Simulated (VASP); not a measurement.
# H15C2NO6 in VASP: further runs, part 2 of 2

VASP 6.6.1. The steps go on from the part before.

### Step 5. Single point, PBE+D3(BJ)

Contents of INCAR:

```
PREC = Accurate
ENCUT = 520
EDIFF = 1E-6
ISMEAR = -1
SIGMA = 0.05
LREAL = Auto
LASPH = T
NELM = 80
ALGO = Normal
ISIF = 2
LWAVE = F
LCHARG = T
GGA = PE
IVDW = 12
LELF = T
LVHAR = T
NBANDS = 50
```

Contents of KPOINTS:

```
regular mesh
0
Gamma
  1 1 1
```

Contents of POSCAR:

```
H15C2NO6
1.0
    6.6471370000      0.0000000000      0.0000000000
    0.0000000000      6.6471370000      0.0000000000
    0.0000000000      0.0000000000      6.6471370000
O H C N
6 15 2 1
Direct
    0.8721950518      0.1378789094      0.2852205393
    0.1216313128      0.4881500110      0.8665384812
    0.4164499694      0.7102004968      0.6304217891
    0.1908340388     -0.0602665478      0.1572406286
    0.7827881387      0.3195210209      0.8028418852
    0.3800734060      0.1371868821      0.6331898981
    0.8972283857      0.0294562907      0.3821344437
    0.7762590120      0.2229681741      0.3643072198
   -0.0149838946      0.4866606480      0.8155842132
    0.0980572538      0.4494566608      0.9933599984
    0.3077264693      0.7999082913      0.5700800209
    0.3584400322      0.6465490331      0.7515566476
    0.2231487030      0.0805760435      0.1378638653
    0.1318311929     -0.1278746023      0.0332925288
    0.8648084130      0.2591491645      0.7115394192
    0.6392977909      0.2574040523      0.7913783032
    0.2859727429      0.2452033108      0.6749522388
    0.4098456223      0.1800925722      0.4833058202
    0.7872562278      0.5428201645      0.1144101588
    0.6481888368      0.7723776417      0.0356093157
    0.7054315264      0.7035058853      0.2941115852
    0.6452702870      0.6503551830      0.1546831365
    0.4709847262      0.5087904763      0.1623556126
    0.3539117668      0.3721000485      0.1475372029
```

Launch:

```bash
cat potpaw_PBE.64/O/POTCAR potpaw_PBE.64/H/POTCAR potpaw_PBE.64/C/POTCAR potpaw_PBE.64/N/POTCAR > POTCAR
mpirun -np 1 vasp_gam > vasp.out
```

It took 47 s on 1 thread of Intel Xeon Platinum 8259CL at 2.50GHz (Skylake/Cascade Lake), shared host; peak memory 0.33 GiB.

The run converged. Its results:

* Free energy: -122.6131 eV
* Pressure: -2.2 GPa
* Largest force: 5.314 eV/Å
* Band gap on the k mesh: 3.72 eV
* Dispersion energy per atom: -0.033 eV

Forces on the atoms (eV/Å):
```
O   -1.131  0.696  1.459
O    0.814  1.829 -4.846
O   -1.033  0.554 -0.472
O   -0.413 -1.947 -0.816
O   -4.663  0.866  2.396
O    0.213  1.583 -2.504
H    0.295  0.056 -0.515
H    0.546 -0.475 -0.802
H   -0.512  0.243 -0.526
H   -0.191 -1.647  4.969
H    1.431 -1.100  1.037
H   -0.236  0.345 -0.700
H   -0.230  0.225 -0.622
H    0.945  1.413  1.392
H    1.994 -2.127 -2.597
H    2.063  0.773 -0.214
H    0.361 -0.275  0.041
H   -0.623 -0.795  2.592
H   -2.049  1.148  0.062
H   -0.603 -0.867  0.815
H   -0.697  0.594  1.088
C    1.840 -2.110 -1.764
C   -0.688 -1.557 -0.445
N    2.565  2.576  0.969
```

Stress tensor (GPa, compression positive):
```
-3.80 -2.26 -0.33
-2.26 -3.12  0.19
-0.33  0.19  0.37
```

Levels at points of the mesh, in eV from the valence-band top:
```tsv
k point	band 30	band 31	band 32	band 33	band 34	band 35
(0.00, 0.00, 0.00)	-0.98	-0.36	0.00	3.72	4.95	5.05
```

Caveat: the k points lie up to 0.95 Å⁻¹ apart.

### Step 6. Single point, PBE+D3(BJ)

Contents of INCAR:

```
PREC     = Accurate       # precision mode
ENCUT    = 520            # plane-wave cutoff, eV
EDIFF    = 1E-7           # SCF threshold, eV
ISMEAR   = -1             # smearing method
SIGMA    = 0.05           # smearing width, eV
LREAL    = Auto         
LASPH    = T              # aspherical terms in the spheres
NELM     = 100            # most SCF steps
ALGO     = Normal         # electronic algorithm
ISIF     = 2              # what is computed and relaxed
LWAVE    = F              # write WAVECAR
LCHARG   = F              # write CHGCAR
GGA      = PE             # functional
IVDW     = 12             # dispersion correction
NBANDS   = 50             # bands
```

Contents of KPOINTS:

```
Automatic mesh
0
Gamma
  1 1 1
```

Contents of POSCAR:

```
H15C2NO6
1.0
    6.6471370000      0.0000000000      0.0000000000
    0.0000000000      6.6471370000      0.0000000000
    0.0000000000      0.0000000000      6.6471370000
O H C N
6 15 2 1
Direct
    0.8413246184      0.0000150441      0.3497295151
    0.1363895464      0.5586766152      0.8026463122
    0.4510513323      0.7285693074      0.6039592685
    0.2297229619     -0.1432797308      0.0702257227
    0.7625689075      0.3191449191      0.8106497579
    0.3431703002      0.1926393273      0.6111352903
    0.7143977926      0.0098689105      0.4232799775
    0.8049931873      0.0207457737      0.2100001850
    0.0460799890      0.4805076231      0.8832223557
    0.2503032509      0.5767595884      0.8825905048
    0.4187065800      0.8536306684      0.6604196664
    0.3209953398      0.6585241135      0.6062459672
    0.1893145876     -0.0282076329      0.1528628039
    0.1171782679     -0.2247885067      0.0622373211
    0.8068135199      0.2918850627      0.6633983924
    0.6378986923      0.3779672361      0.8067382995
    0.2913735643      0.1566087776      0.7514513391
    0.2925770900      0.3255386492      0.5690570241
    0.6923431847      0.6962997754      0.0248528050
    0.5252637338      0.8302672263      0.1988826167
    0.7641936671      0.7019713901      0.2843028510
    0.6242687641      0.6967510975      0.1863057734
    0.5008020746      0.5071055403      0.2039675126
    0.3637656332      0.4086721847      0.2280681141
```

Potentials or basis: VASP PAW PBE potentials, release 64 (O, H, C, N).

Launch:

```bash
cat potpaw_PBE.64/O/POTCAR potpaw_PBE.64/H/POTCAR potpaw_PBE.64/C/POTCAR potpaw_PBE.64/N/POTCAR > POTCAR
mpirun -np 1 vasp_gam > vasp.out
```

Run time: 39 s. Hardware: 1 thread of Intel Xeon Platinum 8259CL at 2.50GHz (Skylake/Cascade Lake), shared host; peak memory 0.33 GiB.

It converged, with:

```
Free energy                : -122.8398 eV
Pressure                   : 1.0 GPa
Largest force              : 6.205 eV/Å
Band gap on the k mesh     : 4.42 eV
Dispersion energy per atom : -0.033 eV
```

Forces in eV/Å, atoms in the order of the input:
```
O    0.354  0.630  0.433
O   -1.303  0.027 -1.501
O    0.254 -1.800 -0.597
O    1.831  2.372  0.266
O    4.249 -1.953 -1.786
O   -0.324 -0.567  1.526
H    0.080 -0.059 -0.096
H   -0.126  0.280 -0.084
H   -0.939 -0.737  0.142
H    1.945  0.296  1.294
H   -0.332  1.857  0.681
H    0.231  0.188 -0.147
H    0.132 -0.202  0.031
H   -2.217 -1.469 -0.227
H   -0.992  0.535  2.370
H   -3.067  1.338 -0.538
H    0.396  0.992 -1.907
H   -0.100 -0.765  0.515
H   -0.769  0.048  1.312
H    0.163 -0.704  0.240
H   -1.434 -0.278 -0.299
C    1.596 -1.840 -1.722
C    3.618  5.036 -0.245
N   -3.245 -3.223  0.339
```

Stress tensor (GPa, compression positive):
```
 4.06  1.61  1.42
 1.61  1.68  0.81
 1.42  0.81 -2.81
```

Levels at points of the mesh, in eV from the valence-band top:
```
           k point  band 29  band 30  band 31  band 32  band 33  band 34  band 35  band 36
(0.00, 0.00, 0.00)    -0.56    -0.37    -0.21     0.00     4.42     6.00     6.46     7.45
```

Caveat: the k points lie up to 0.95 Å⁻¹ apart.
